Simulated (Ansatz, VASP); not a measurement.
# TiTl2H4 in VASP and in Ansatz

```
Ti Tl H
1.0
    -2.56548    2.56548    3.80050
     2.56548   -2.56548    3.80050
     2.56548    2.56548   -3.80050
Ti Tl H
1 2 4
Direct
  0.00000 0.00000 0.00000
  0.75000 0.25000 0.50000
  0.25000 0.75000 0.50000
  0.25129 0.25129 0.50257
  0.25129 0.74871 0.00000
  0.74871 0.74871 0.49743
  0.74871 0.25129 0.00000
```

Alike in both runs: functional PBE; k mesh 10 × 10 × 10; occupations gaussian, width 0.1 eV; no spin polarisation.

Ansatz relaxed the structure, and its values are those at the end. VASP's run is a single point on that final structure, the one shown.

|  | VASP | Ansatz |
| --- | --- | --- |
| version | VASP 6.6.1 | Ansatz 0.2.0 |
| potentials or method | VASP PAW PBE potentials, release 64 (Ti_sv, Tl_d, H), cutoff 520 eV | scalar-relativistic, plane waves, PAW |
| valence electrons in the cell | 42 | 42 |

VASP gave:

- gap on the k mesh at the Fermi level (eV): none
- pressure (GPa): -0.1

Question: Which values does Ansatz return?

Answer: gap on the k mesh at the Fermi level (eV): none; pressure (GPa): 0.0.

A gap of «none» marks a metal or a gap that the smearing closes. With one functional, cell and mesh, what is left measures potentials, basis and numerics.

Spin-orbit coupling is off throughout.
